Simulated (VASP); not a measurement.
# Cu (I4/mmm) in VASP: notebook

Runs on Cu. Level: LDA. Tasks: single point.

Program: VASP 6.6.1. These are calculated values, not measurements. Logs are shortened: lines on timing, memory, paths and dates and some standing lists are left out, and cuts for length are marked.

### Step 1. The cell of the first run

The structure is tetragonal, space group I4/mmm (No. 139). Conventional cell: a = 2.819 Å, b = 2.819 Å, c = 2.716 Å, α = 90.00°, β = 90.00°, γ = 90.00°. Cu (site symmetry 4/mmm) has 14 Cu at 2.41 to 2.82 Å within 3.2 Å.

### Step 2. Single point, LDA

INCAR

```
PREC     = Accurate       # precision mode
ENCUT    = 520            # plane-wave cutoff, eV
EDIFF    = 1E-6           # SCF threshold, eV
ISMEAR   = 0              # smearing method
SIGMA    = 0.15           # smearing width, eV
LREAL    = F              # projectors in reciprocal space
LASPH    = T              # aspherical terms in the spheres
NELM     = 60             # most SCF steps
ALGO     = Normal         # electronic algorithm
ISIF     = 2              # what is computed and relaxed
LWAVE    = F              # write WAVECAR
LCHARG   = F              # write CHGCAR
NBANDS   = 12             # bands
```

KPOINTS

```
regular mesh
0
Gamma
  22 22 22
```

POSCAR

```
Cu
1.0
   -1.4095500000      1.4095500000      1.3578500000
    1.4095500000     -1.4095500000      1.3578500000
    1.4095500000      1.4095500000     -1.3578500000
Cu
1
Direct
    0.0000000000      0.0000000000      0.0000000000
```

Potentials or basis: VASP PAW LDA potentials, release 64 (Cu).

Command:

```sh
> cat potpaw_LDA.64/Cu/POTCAR > POTCAR
> mpirun -np 1 vasp_std > vasp.out
```

OUTCAR:

```text
PREC = Accurate
   ENCUT = 520
   EDIFF = 1E-6
   ISMEAR = 0
   LREAL = F
   LASPH = T
   NELM = 60
   ISIF = 2

 ion  position               nearest neighbor table
   1  0.000  0.000  0.000-

  LATTYP: Found a body centered tetragonal cell.
 ALAT       =     2.8191000000
 C/A-ratio  =     0.9633216275

  Lattice vectors:

 A1 = (  -1.4095500000,   1.4095500000,   1.3578500000)
 A2 = (   1.4095500000,  -1.4095500000,   1.3578500000)
 A3 = (   1.4095500000,   1.4095500000,  -1.3578500000)

Analysis of symmetry for initial positions (statically):
=====================================================================
 Subroutine PRICEL returns:
 Original cell was already a primitive cell.

 Routine SETGRP: Setting up the symmetry group for a
 body centered tetragonal supercell.

 Subroutine GETGRP returns: Found 16 space group operations
 (whereof 16 operations were pure point group operations)
 out of a pool of 16 trial point group operations.

The static configuration has the point symmetry D_4h.

Analysis of symmetry for dynamics (positions and initial velocities):
=====================================================================
 Subroutine PRICEL returns:
 Original cell was already a primitive cell.

 Routine SETGRP: Setting up the symmetry group for a
 body centered tetragonal supercell.

 Subroutine GETGRP returns: Found 16 space group operations
 (whereof 16 operations were pure point group operations)
 out of a pool of 16 trial point group operations.

The dynamic configuration has the point symmetry D_4h.

 Subroutine INISYM returns: Found 16 space group operations
 (whereof 16 operations are pure point group operations),
 and found     1 'primitive' translations

----------------------------------------------------------------------------------------

                                     Primitive cell

  volume of cell :      10.7913

  direct lattice vectors                    reciprocal lattice vectors
    -1.409550000  1.409550000  1.357850000     0.000000000  0.354723139  0.368229186
     1.409550000 -1.409550000  1.357850000     0.354723139  0.000000000  0.368229186
     1.409550000  1.409550000 -1.357850000     0.354723139  0.354723139  0.000000000

  length of vectors
     2.411932633  2.411932633  2.411932633     0.511293691  0.511293691  0.501654273

  position of ions in fractional coordinates (direct lattice)
     0.000000000  0.000000000  0.000000000

  ion indices of the primitive-cell ions
   primitive index   ion index
                 1           1

----------------------------------------------------------------------------------------

 KPOINTS: regular mesh

Automatic generation of k-mesh.
 Grid dimensions read from file:
 generate k-points for:   22   22   22

 Generating k-lattice:

  Cartesian coordinates                     Fractional coordinates (reciprocal lattice)
     0.000000000  0.016123779  0.016737690     0.045454545  0.000000000 -0.000000000
     0.016123779  0.000000000  0.016737690     0.000000000  0.045454545 -0.000000000
     0.016123779  0.016123779  0.000000000     0.000000000  0.000000000  0.045454545

  Length of vectors
     0.023240622  0.023240622  0.022802467

  Shift w.r.t. Gamma in fractional coordinates (k-lattice)
     0.000000000  0.000000000  0.000000000

 Subroutine IBZKPT returns following result:
 ===========================================

 Found    834 irreducible k-points:

 Following reciprocal coordinates:
            Coordinates               Weight
  0.000000  0.000000  0.000000      1.000000
  0.045455  0.000000 -0.000000      8.000000
  0.090909  0.000000 -0.000000      8.000000
  0.136364  0.000000  0.000000      8.000000
  0.181818  0.000000 -0.000000      8.000000
  0.227273  0.000000 -0.000000      8.000000
[... 16 lines left out ...]
  0.500000  0.045455 -0.000000     16.000000
 -0.454545  0.045455  0.000000     16.000000
 [... further k-points ...]
   k-points           NKPTS =    834   k-points in BZ     NKDIM =    834   number of bands    NBANDS=     12
   number of dos      NEDOS =    301   number of ions     NIONS =      1
   total plane-waves  NPLWV =   5832
   dimension x,y,z NGX =    18 NGY =   18 NGZ =   18
   dimension x,y,z NGXF=    36 NGYF=   36 NGZF=   36
   ions per type =               1
   NGX,Y,Z   is equivalent  to a cutoff of  12.41, 12.41, 12.41 a.u.
   NGXF,Y,Z  is equivalent  to a cutoff of  24.81, 24.81, 24.81 a.u.
 SYSTEM =  unknown system
   PREC   = accura    normal or accurate (medium, high low for compatibility)
   ISTART =      0    job   : 0-new  1-cont  2-samecut
   ICHARG =      2    charge: 1-file 2-atom 10-const
   ISPIN  =      1    spin polarized calculation?
   LNONCOLLINEAR =      F non collinear calculations
   LSORBIT =      F    spin-orbit coupling
   LASPH  =      T    aspherical Exc in radial PAW
   ENCUT  =  520.0 eV  38.22 Ry    6.18 a.u.   4.48  4.48  4.48*2*pi/ulx,y,z
   NELM   =     60;   NELMIN=  2; NELMDL= -5     # of ELM steps
   EDIFF  = 0.1E-05   stopping-criterion for ELM
   LREAL  =      F    real-space projection
   EDIFFG = 0.1E-04   stopping-criterion for IOM
   NSW    =      0    number of steps for IOM
   IBRION =     -1    ionic relax: 0-MD 1-quasi-New 2-CG
   NFREE  =      0    steps in history (QN), initial steepest desc. (CG)
   ISIF   =      2    stress and relaxation
   ISYM   =      2    0-nonsym 1-usesym 2-fastsym
   POTIM  = 0.5000    time-step for ionic-motion
   TEBEG  =    0.0;   TEEND  =   0.0 temperature during run
   PSTRESS=    0.0 pullay stress
   NELECT =      11.0000    total number of electrons
   NUPDOWN=      -1.0000    fix difference up-down
   EMIN   =  10.00;   EMAX   =-10.00  energy-range for DOS
   EFERMI =   0.00;   METHOD = LEGACY
   ISMEAR =     0;   SIGMA  =   0.15  broadening in eV -4-tet -1-fermi 0-gaus
   EFERMI_NEDOS =   21; number of points for ismear=-14 and -15
   IALGO  =     38    algorithm
   IMIX   =      4    mixing-type and parameters
     AMIX     =   0.40;   BMIX     =  1.00
     AMIX_MAG =   1.60;   BMIX_MAG =  1.00
  volume/ion in A,a.u.               =      10.79        72.82
  Fermi-wavevector in a.u.,A,eV,Ry     =   1.647586  3.113486 36.933562  2.714540
  Thomas-Fermi vector in A             =   2.737020
   LORBIT       =      0    0 simple, 1 ext, 2 COOP (PROOUT), +10 PAW based schemes
   GGA     = CA    functional components
   LHFCALC =     F    Hartree Fock is set to
   AEXX    =    0.0000 exact exchange contribution
   IVDW    =     0    specifies the selected vdW correction
   LEPSILON=     F    determine dielectric tensor
   LRPA    =     F    only Hartree local field effects (RPA)
 non-spin polarized calculation
 Gauss-broadening in eV      SIGMA  =   0.15
  energy-cutoff  :      520.00
  volume of cell :       10.79
 maximum number of plane-waves:       313
 NGX is ok and might be reduce to    18
   NGX =  9   NGY =  9   NGZ =  9

 number of electron      11.0000014 magnetization

 Free energy of the ion-electron system (eV)
  ---------------------------------------------------
  ext. energy  EPLUGINS =         0.00000000
  ---------------------------------------------------
  free energy    TOTEN  =        -4.66687635 eV

  energy without entropy =       -4.66251855  energy(sigma->0) =       -4.66469745

 E-fermi :   8.5393     XC(G=0): -13.6403

 val. band max:        8.5273075308   @ k =   0.5000   0.3182   0.0455
 cond. band min:       8.5401092463   @ k =   0.5000   0.2727   0.0909
 fundamental gap:      0.0128017155
 Fermi energy:         8.5393238620

 k-point     1 :       0.0000    0.0000    0.0000
  band No.  band energies     occupation
      1      -1.5252      2.00000
      2       4.9612      2.00000
      3       5.1308      2.00000
      4       5.1308      2.00000
      5       6.1491      2.00000
      6       6.3307      2.00000
      7      34.1651      0.00000
      8      34.1651      0.00000
      9      35.1431      0.00000
     10      38.5888      0.00000
     11      38.6878      0.00000
     12      38.6878      0.00000

 k-point     2 :       0.0455    0.0000   -0.0000
  band No.  band energies     occupation
      1      -1.4389      2.00000
      2       4.9675      2.00000
      3       5.1290      2.00000
      4       5.1417      2.00000
      5       6.1482      2.00000
      6       6.3170      2.00000
      7      33.6327      0.00000
      8      33.9648      0.00000
      9      34.5729      0.00000
     10      37.3625      0.00000
     11      37.5608      0.00000
     12      37.9527      0.00000

 k-point     3 :       0.0909    0.0000   -0.0000
  band No.  band energies     occupation
      1      -1.1821      2.00000
      2       4.9495      2.00000
      3       5.1207      2.00000
      4       5.2114      2.00000
      5       6.1437      2.00000
      6       6.2848      2.00000
      7      31.8436      0.00000
      8      33.4772      0.00000
      9      33.5167      0.00000
     10      35.7442      0.00000
     11      36.6166      0.00000
     12      37.4877      0.00000
[... 286 lines left out ...]
 k-point    23 :       0.5000    0.0455   -0.0000
  band No.  band energies     occupation
      1       2.9537      2.00000
      2       4.1969      2.00000
      3       6.2135      2.00000
      4       6.3374      2.00000
      5       6.8737      2.00000
      6       8.0600      1.99999
      7      13.7022      0.00000
      8      25.7123      0.00000
      9      26.6221      0.00000
     10      31.3258      0.00000
     11      34.6437      0.00000
     12      43.6482      0.00000

 k-point    24 :      -0.4545    0.0455    0.0000
  band No.  band energies     occupation
      1       2.8936      2.00000
      2       4.2302      2.00000
      3       6.2118      2.00000
      4       6.2355      2.00000
      5       6.6862      2.00000
      6       7.4866      2.00000
      7      14.8406      0.00000
      8      25.8844      0.00000
      9      26.8847      0.00000
     10      31.4176      0.00000
     11      34.6959      0.00000
     12      43.8106      0.00000

 [... further k-points ...]
[... 5 lines left out ...]
  --------------------------------------------------------------------------------------
  -------------------------------------------------------------------------------------
  Total        0.2293302      0.2293302      0.2025747      0.0000000      0.0000000      0.0000000
  in kB       34.0485857     34.0485857     30.0762069      0.0000000      0.0000000      0.0000000
  external PRESSURE =      32.7244594 kB  Pullay stress =       0.0000000 kB

 VOLUME and BASIS-vectors are now :
 -----------------------------------------------------------------------------
  energy-cutoff  :      520.00
  volume of cell :       10.79
      direct lattice vectors                 reciprocal lattice vectors
    -1.409550000  1.409550000  1.357850000     0.000000000  0.354723139  0.368229186
     1.409550000 -1.409550000  1.357850000     0.354723139  0.000000000  0.368229186
     1.409550000  1.409550000 -1.357850000     0.354723139  0.354723139  0.000000000

 POSITION                                       TOTAL-FORCE (eV/Angst)
 -----------------------------------------------------------------------------------
      0.00000      0.00000      0.00000         0.000000      0.000000      0.000000
 -----------------------------------------------------------------------------------
    total drift:                                0.000000      0.000000      0.000000

  FREE ENERGIE OF THE ION-ELECTRON SYSTEM (eV)
  ---------------------------------------------------
  free  energy   TOTEN  =        -4.6668763516 eV

  energy  without entropy=       -4.6625185512  energy(sigma->0) =       -4.66469745
```

It took 38 s on 1 thread of Intel Xeon 6975P-C (Granite Rapids), shared host; peak memory 0.21 GiB.

Results:

* Free energy: -4.6669 eV
* Pressure: 3.3 GPa

### Step 3. Single point, LDA

This run uses another cell than the first one, of 10.91 Å³/atom, 1.011 times its volume.

INCAR

```
  PREC = Accurate
  ENCUT = 520
  EDIFF = 1E-7
  ISMEAR = 0
  SIGMA = 0.15
  LREAL = F
  LASPH = T
  NELM = 80
  ALGO = Fast
  ISIF = 2
  LWAVE = F
  LCHARG = F
  GGA = CA
  NBANDS = 12
```

KPOINTS

```
Automatic mesh
0
Gamma
  22 22 22
```

POSCAR

```
Cu
1.0
   -1.3917000000      1.3917000000      1.4081500000
    1.3917000000     -1.3917000000      1.4081500000
    1.3917000000      1.3917000000     -1.4081500000
Cu
1
Direct
    0.0000000000      0.0000000000      0.0000000000
```

Potentials or basis: VASP PAW LDA potentials, release 64 (Cu).

Command:

```sh
> cat potpaw_LDA.64/Cu/POTCAR > POTCAR
> mpirun -np 1 vasp_std > vasp.out
```

Run time: 59 s. Hardware: 1 thread of Intel Xeon 6975P-C (Granite Rapids), shared host; peak memory 0.21 GiB.

It converged, with:

* Free energy: -4.6682 eV
* Pressure: 1.1 GPa

Stress tensor (GPa, compression positive):
```
1.05 0.00 0.00
0.00 1.05 0.00
0.00 0.00 1.27
```

Levels at points of the mesh, in eV from the Fermi level:
```csv
k point,band 3,band 4,band 5,band 6,band 7,band 8,band 9,band 10
"(0.00, 0.00, 0.00)",-3.44,-3.39,-2.29,-2.24,25.71,25.98,25.98,29.92
"(0.50, 0.00, 0.00)",-2.34,-2.14,-1.45,-0.81,4.72,18.27,18.53,22.48
"(0.50, 0.50, 0.00)",-2.28,-2.13,-1.44,-0.72,4.85,17.96,18.17,22.19
"(0.50, 0.50, 0.50)",-1.64,-1.63,-1.63,8.19,8.65,8.65,14.18,14.44
```

### Step 4. Single point, LDA

This run uses another cell than the first one, of 10.92 Å³/atom, 1.012 times its volume.

INCAR

```
PREC = Accurate
ENCUT = 520
EDIFF = 1E-6
ISMEAR = 0
SIGMA = 0.15
LREAL = False
LASPH = True
NELM = 60
ALGO = Normal
ISIF = 2
LWAVE = False
LCHARG = False
NBANDS = 12
```

KPOINTS

```
regular mesh
0
Gamma
  22 22 22
```

POSCAR

```
Cu
1.0
   -1.4095500000      1.4095500000      1.3746000000
    1.4095500000     -1.4095500000      1.3746000000
    1.4095500000      1.4095500000     -1.3746000000
Cu
1
Direct
    0.0000000000      0.0000000000      0.0000000000
```

Potentials or basis: VASP PAW LDA potentials, release 64 (Cu).

Command:

```sh
> cat potpaw_LDA.64/Cu/POTCAR > POTCAR
> mpirun -np 1 vasp_std > vasp.out
```

OUTCAR:

```text
PREC = Accurate
   ENCUT = 520
   EDIFF = 1E-6
   ISMEAR = 0
   LREAL = False
   LASPH = True
   NELM = 60
   ISIF = 2

 ion  position               nearest neighbor table
   1  0.000  0.000  0.000-

  LATTYP: Found a body centered tetragonal cell.
 ALAT       =     2.8191000000
 C/A-ratio  =     0.9752048526

  Lattice vectors:

 A1 = (  -1.4095500000,   1.4095500000,   1.3746000000)
 A2 = (   1.4095500000,  -1.4095500000,   1.3746000000)
 A3 = (   1.4095500000,   1.4095500000,  -1.3746000000)

Analysis of symmetry for initial positions (statically):
=====================================================================
 Subroutine PRICEL returns:
 Original cell was already a primitive cell.

 Routine SETGRP: Setting up the symmetry group for a
 body centered tetragonal supercell.

 Subroutine GETGRP returns: Found 16 space group operations
 (whereof 16 operations were pure point group operations)
 out of a pool of 16 trial point group operations.

The static configuration has the point symmetry D_4h.

Analysis of symmetry for dynamics (positions and initial velocities):
=====================================================================
 Subroutine PRICEL returns:
[... 159 lines left out ...]
 fundamental gap:      0.0073617927
 Fermi energy:         8.3659754879

 k-point     1 :       0.0000    0.0000    0.0000
  band No.  band energies     occupation
      1      -1.5944      2.00000
      2       4.8721      2.00000
      3       4.9828      2.00000
      4       4.9828      2.00000
      5       6.0384      2.00000
      6       6.1569      2.00000
      7      34.0154      0.00000
      8      34.0154      0.00000
      9      34.6455      0.00000
     10      38.2740      0.00000
     11      38.2740      0.00000
     12      38.3548      0.00000
[... 331 lines left out ...]
 k-point    24 :      -0.4545    0.0455   -0.0000
  band No.  band energies     occupation
      1       2.7981      2.00000
      2       4.1398      2.00000
      3       6.0395      2.00000
      4       6.0954      2.00000
      5       6.5249      2.00000
      6       7.3186      2.00000
      7      14.5286      0.00000
      8      25.7124      0.00000
      9      26.6736      0.00000
     10      31.1845      0.00000
     11      34.3855      0.00000
     12      43.2363      0.00000

 [... further k-points ...]
[... 5 lines left out ...]
  --------------------------------------------------------------------------------------
  -------------------------------------------------------------------------------------
  Total        0.0687550      0.0687550      0.0426067      0.0000000      0.0000000      0.0000000
  in kB       10.0836427     10.0836427      6.2487183      0.0000000      0.0000000      0.0000000
  external PRESSURE =       8.8053345 kB  Pullay stress =       0.0000000 kB

 VOLUME and BASIS-vectors are now :
 -----------------------------------------------------------------------------
  energy-cutoff  :      520.00
  volume of cell :       10.92
      direct lattice vectors                 reciprocal lattice vectors
    -1.409550000  1.409550000  1.374600000     0.000000000  0.354723139  0.363742180
     1.409550000 -1.409550000  1.374600000     0.354723139  0.000000000  0.363742180
     1.409550000  1.409550000 -1.374600000     0.354723139  0.354723139  0.000000000

 POSITION                                       TOTAL-FORCE (eV/Angst)
 -----------------------------------------------------------------------------------
      0.00000      0.00000      0.00000        -0.000000      0.000000      0.000000
 -----------------------------------------------------------------------------------
    total drift:                                0.000000      0.000000      0.000000

  FREE ENERGIE OF THE ION-ELECTRON SYSTEM (eV)
  ---------------------------------------------------
  free  energy   TOTEN  =        -4.6684293731 eV

  energy  without entropy=       -4.6638339384  energy(sigma->0) =       -4.66613166
```

stdout:

```text
POSCAR found type information on POSCAR Cu
 POSCAR found :  1 types and       1 ions
 scaLAPACK will be used
 LDA part: xc-table for (Slater(with rela. corr.)+CA(PZ))
 , standard interpolation
 POSCAR, INCAR and KPOINTS ok, starting setup
 FFT: planning ... GRIDC
 FFT: planning ... GRID_SOFT
 FFT: planning ... GRID
 WAVECAR not read
 entering main loop
```

Wall time 42 s (1 thread of Intel Xeon 6975P-C (Granite Rapids), shared host); peak memory 0.2 GiB.

Results:

```yaml
Free_energy: -4.6684 eV
Pressure: 0.9 GPa
```

Stress tensor (GPa, compression positive):
```
1.01 0.00 0.00
0.00 1.01 0.00
0.00 0.00 0.62
```

Levels at points of the mesh, in eV from the Fermi level:
| k point | band 3 | band 4 | band 5 | band 6 | band 7 | band 8 | band 9 | band 10 |
| --- | --- | --- | --- | --- | --- | --- | --- | --- |
| (0.00, 0.00, 0.00) | -3.38 | -3.38 | -2.33 | -2.21 | 25.65 | 25.65 | 26.28 | 29.91 |
| (0.50, 0.00, 0.00) | -2.29 | -2.11 | -1.44 | -0.71 | 4.85 | 17.93 | 18.13 | 22.16 |
| (0.50, 0.50, 0.00) | -2.40 | -2.17 | -1.46 | -0.91 | 4.56 | 18.60 | 18.91 | 22.78 |
| (0.50, 0.50, 0.50) | -1.65 | -1.65 | -1.62 | 8.16 | 8.16 | 9.15 | 14.05 | 14.48 |

(Part 1 of 2 ends here.)
